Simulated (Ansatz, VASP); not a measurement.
**AlGa3N4 in VASP and in Ansatz**

Contents of INCAR:

```
ALGO = Normal
EDIFF = 1E-7
ENCUT = 520
GGA = PS
ISIF = 2
ISMEAR = 0
LASPH = True
LCHARG = False
LREAL = False
LWAVE = False
NBANDS = 41
NELM = 100
PREC = Accurate
SIGMA = 0.05
```

File KPOINTS:

```
k-points
0
Gamma
  6 8 6
```

POSCAR

```
AlGa3N4
1.0
    5.1423511994      0.0000000000      0.0001215027
    0.0000000000      3.1649848006      0.0000000000
   -0.0035856898      0.0000000000      5.4784941377
Al Ga N
1 3 4
Direct
    0.0076773341      0.5000000000      0.6639572091
    0.5000145618      0.5000000000      0.3345546246
    0.4983085987      0.0000000000      0.8316206419
    0.9987150172      0.0000000000      0.1659508059
    0.1132273982      0.5000000000      0.3667974711
    0.1186884007      0.0000000000      0.8078123881
    0.6262222917      0.0000000000      0.1772870195
    0.6220431265      0.5000000000      0.6572829250
```

Input for Ansatz:

```yaml
crystal:
  lattice:
    - [5.1423511994, 0.0, 0.0001215027]
    - [0.0, 3.1649848006, 0.0]
    - [-0.0035856898, 0.0, 5.4784941377]
  atoms:
    - { symbol: Al, position: [0.0076773341, 0.5, 0.6639572091] }
    - { symbol: Ga, position: [0.5000145618, 0.5, 0.3345546246] }
    - { symbol: Ga, position: [0.4983085987, 0.0, 0.8316206419] }
    - { symbol: Ga, position: [0.9987150172, 0.0, 0.1659508059] }
    - { symbol: "N", position: [0.1132273982, 0.5, 0.3667974711] }
    - { symbol: "N", position: [0.1186884007, 0.0, 0.8078123881] }
    - { symbol: "N", position: [0.6262222917, 0.0, 0.1772870195] }
    - { symbol: "N", position: [0.6220431265, 0.5, 0.657282925] }
basis:
  ecutwfc: 420
kpoints:
  mp_grid: { grid: [6, 8, 6] }
hamiltonian:
  xc: pbesol
scf:
  occupations: { method: gaussian, width: 0.05 }
output:
  forces: true
  stress: true
  eigenvalues: true
```

Change from the starting cell: mode 24 (697.0 1/cm) frozen in, largest displacement +0.150 Å.

Alike in both runs: task single point; functional PBEsol; k mesh 6 × 8 × 6; occupations gaussian, width 0.05 eV; no spin polarisation.

```csv
,VASP,Ansatz
version,VASP 6.6.1,Ansatz 0.2.0
potentials or method,"VASP PAW PBE potentials, release 64 (Al, Ga_d, N), cutoff 520 eV","scalar-relativistic, plane waves, PAW"
valence electrons in the cell,62,62
```

```tsv
	VASP	Ansatz	Ansatz less VASP
gap on the k mesh at the Fermi level (eV)	2.30	2.28	-0.017
least direct gap on the mesh (eV)	2.30	2.28	-0.017
pressure (GPa)	2.2	2.3	+0.07
traceless stress, the component that is largest in VASP (GPa)	3.87	3.77	-0.098
rms of the force components (eV/Å)	1.403	1.391	-0.0116
```

VASP's potentials were made for PBE, not for PBEsol. Atom by atom the forces differ by 0.015 eV/Å (rms over components).
